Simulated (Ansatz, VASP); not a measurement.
## One calculation of AlCo, two programs

INCAR

```
ALGO = Normal ; EDIFF = 1E-7
ENCUT = 520 ; ISIF = 2
ISMEAR = -1 ; LASPH = T
LCHARG = F ; LREAL = F
LWAVE = F ; NBANDS = 13
NELM = 100 ; PREC = Accurate
SIGMA = 0.08
```

Contents of KPOINTS:

```
k-points
0
Gamma
  15 15 15
```

POSCAR

```
AlCo
1.0
    0.0000000000      2.1725651622      2.1725651622
    2.1725651622      0.0000000000      2.1725651622
    2.1725651622      2.1725651622      0.0000000000
Co Al
1 1
Direct
    0.0000000000      0.0000000000      0.0000000000
    0.5000000000      0.5000000000      0.5000000000
```

Input for Ansatz:

```yaml
crystal:
  lattice:
    - [0.0, 2.1725651622, 2.1725651622]
    - [2.1725651622, 0.0, 2.1725651622]
    - [2.1725651622, 2.1725651622, 0.0]
  atoms:
    - { symbol: Co, position: [0.0, 0.0, 0.0] }
    - { symbol: Al, position: [0.5, 0.5, 0.5] }
kpoints:
  mp_grid: { grid: [15, 15, 15] }
scf:
  occupations: { method: fermi_dirac, width: 0.08 }
hamiltonian:
  xc: lda
  pseudopotentials: { kind: paw }
output:
  forces: true
  stress: true
  eigenvalues: true
  populations: true
```

Change from the starting cell: volume scaled by 0.8, PAW files.

Alike in both runs: task single point; functional LDA; k mesh 15 × 15 × 15; occupations fermi-dirac, width 0.08 eV; no spin polarisation.

```csv
,VASP,Ansatz
version,VASP 6.6.1,Ansatz 0.2.0
potentials or method,"VASP PAW LDA potentials, release 64 (Co, Al)","PAW with Ansatz's default frozen-core files, scalar-relativistic"
plane-wave cutoff (eV),520,420
valence electrons in the cell,12,20
```

Ansatz gave:

```
pressure (GPa) : 49.7
```

Task: Which values does VASP return?

Result: Pressure (GPa): 50.7.

LDA's correlation is that of Perdew and Zunger in VASP and of Perdew and Wang (1992) in Ansatz. Both programs put the cell under a high pressure, so it lies far from rest at this level. VASP's potentials hold 12 valence electrons a cell and Ansatz's 20, so a difference there can come from the potentials and not from the codes.
